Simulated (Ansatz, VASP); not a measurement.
# One calculation of MgO, two programs

INCAR

```
SYSTEM = MgO
PREC = Accurate ; ENCUT = 520
EDIFF = 1E-6 ; ISMEAR = 0
SIGMA = 0.05 ; LREAL = .False.
LASPH = .True. ; NELM = 100
ALGO = Normal ; ISIF = 2
LWAVE = .False. ; LCHARG = .True.
GGA = PE ; LELF = .True.
LVHAR = .True. ; NBANDS = 16
```

File KPOINTS:

```
Automatic mesh
0
Gamma
  9 9 6
  0 0 0
```

POSCAR

```
MgO
1.0
    3.5200417126      0.0000000000      0.0000000000
   -1.7600208563      3.0484455455      0.0000000000
    0.0000000000      0.0000000000      4.0388958611
Mg O
2 2
Direct
    0.6666666667      0.3333333333      0.7500000000
    0.3333333333      0.6666666667      0.2500000000
    0.6666666667      0.3333333333      0.2500000000
    0.3333333333      0.6666666667      0.7500000000
```

Input for Ansatz:

```yaml
crystal:
  lattice:
    - [3.5200417126, 0.0, 0.0]
    - [-1.7600208563, 3.0484455455, 0.0]
    - [0.0, 0.0, 4.0388958611]
  atoms:
    - { symbol: Mg, position: [0.6666666667, 0.3333333333, 0.75] }
    - { symbol: Mg, position: [0.3333333333, 0.6666666667, 0.25] }
    - { symbol: O, position: [0.6666666667, 0.3333333333, 0.25] }
    - { symbol: O, position: [0.3333333333, 0.6666666667, 0.75] }
basis:
  ecutwfc: 520.0
kpoints:
  mp_grid: { grid: [9, 9, 6] }
hamiltonian:
  xc: pbe
  pseudopotentials: { kind: paw, azcp: { folder: soft_1 } }
scf:
  occupations: { method: gaussian, width: 0.05 }
output:
  forces: true
  stress: true
  eigenvalues: true
```

Alike in both runs: task single point; functional PBE; k mesh 9 × 9 × 6; occupations gaussian, width 0.05 eV; no spin polarisation.

|  | VASP | Ansatz |
| --- | --- | --- |
| version | VASP 6.6.1 | Ansatz 0.2.0 |
| potentials or method | VASP PAW PBE potentials, release 64 (Mg, O), cutoff 520 eV | scalar-relativistic, plane waves, PAW |
| valence electrons in the cell | 16 | 32 |

```csv
,VASP,Ansatz,Ansatz less VASP
gap on the k mesh at the Fermi level (eV),3.56,3.58,+0.020
least direct gap on the mesh (eV),3.56,3.58,+0.020
pressure (GPa),7.1,7.7,+0.63
"traceless stress, the component that is largest in VASP (GPa)",7.26,7.31,+0.055
```

With one functional, cell and mesh, what is left measures potentials, basis and numerics. VASP's potentials hold 16 valence electrons a cell and Ansatz's 32, so a difference there can come from the potentials and not from the codes.
